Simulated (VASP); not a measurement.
Here is a VASP 6.6.1 calculation.

Contents of POSCAR:

```
MnO
1.0
    2.6723886600      0.0000000000      0.0000000000
    0.0000000000      2.6723886600      0.0000000000
    0.0000000000      0.0000000000      2.6723886600
Mn O
1 1
Direct
    0.0000000000      0.0000000000      0.0000000000
    0.5000000000      0.5000000000      0.5000000000
```

INCAR.step1

```
ALGO     = Normal         # electronic algorithm
EDIFF    = 1E-5           # SCF threshold, eV
ENCUT    = 520            # plane-wave cutoff, eV
GGA      = PE             # functional
ISIF     = 2              # what is computed and relaxed
ISMEAR   = -1             # smearing method
ISPIN    = 2              # spin polarisation
LASPH    = True           # aspherical terms in the spheres
LMAXMIX  = 4              # l up to which the mixer works
LORBIT   = 11             # projections on sites
LREAL    = False          # projectors in reciprocal space
LWAVE    = True           # write WAVECAR
MAGMOM   = 4 0            # initial moments
NBANDS   = 20             # bands
NELM     = 150            # most SCF steps
PREC     = Accurate       # precision mode
SIGMA    = 0.05           # smearing width, eV
```

File INCAR.step2:

```
AEXX     = 0.25           # exact-exchange fraction
ALGO     = Normal         # electronic algorithm
EDIFF    = 1E-6           # SCF threshold, eV
ENCUT    = 520            # plane-wave cutoff, eV
GGA      = PE             # functional
HFSCREEN = 0.2            # screening, 1/A
ISIF     = 2              # what is computed and relaxed
ISMEAR   = -1             # smearing method
ISPIN    = 2              # spin polarisation
ISTART   = 1            
LASPH    = True           # aspherical terms in the spheres
LCHARG   = True           # write CHGCAR
LELF     = True           # ELF
LHFCALC  = True           # exact exchange
LMAXMIX  = 4              # l up to which the mixer works
LORBIT   = 11             # projections on sites
LREAL    = False          # projectors in reciprocal space
LVHAR    = True         
LWAVE    = False          # write WAVECAR
MAGMOM   = 4 0            # initial moments
NBANDS   = 20             # bands
NELM     = 150            # most SCF steps
PREC     = Accurate       # precision mode
PRECFOCK = Normal       
SIGMA    = 0.05           # smearing width, eV
```

KPOINTS

```
k-points
0
Gamma
  5 5 5
```

Potentials or basis: VASP PAW PBE potentials, release 64 (Mn_pv, O).

Launch:

```bash
$ cat potpaw_PBE.64/Mn_pv/POTCAR potpaw_PBE.64/O/POTCAR > POTCAR
$ cp INCAR.step1 INCAR
$ mpirun -np 1 vasp_std > vasp.out
$ cp INCAR.step2 INCAR
$ mpirun -np 1 vasp_std > vasp.out
```

Question: Predict the net moment.

Answer: 5.00 μB per cell.

Question: Predict the band gap on the k mesh.

Answer: 2.08 eV (least direct gap 3.12 eV).

Question: Predict the site moments.

Answer: Mn +4.58; O +0.23 μB.

Caveat: the k points lie up to 0.47 Å⁻¹ apart; an odd mesh through Γ misses points on the zone boundary, where band edges can lie; a cell with one magnetic atom can't hold antiferromagnetic order, which such compounds often take.
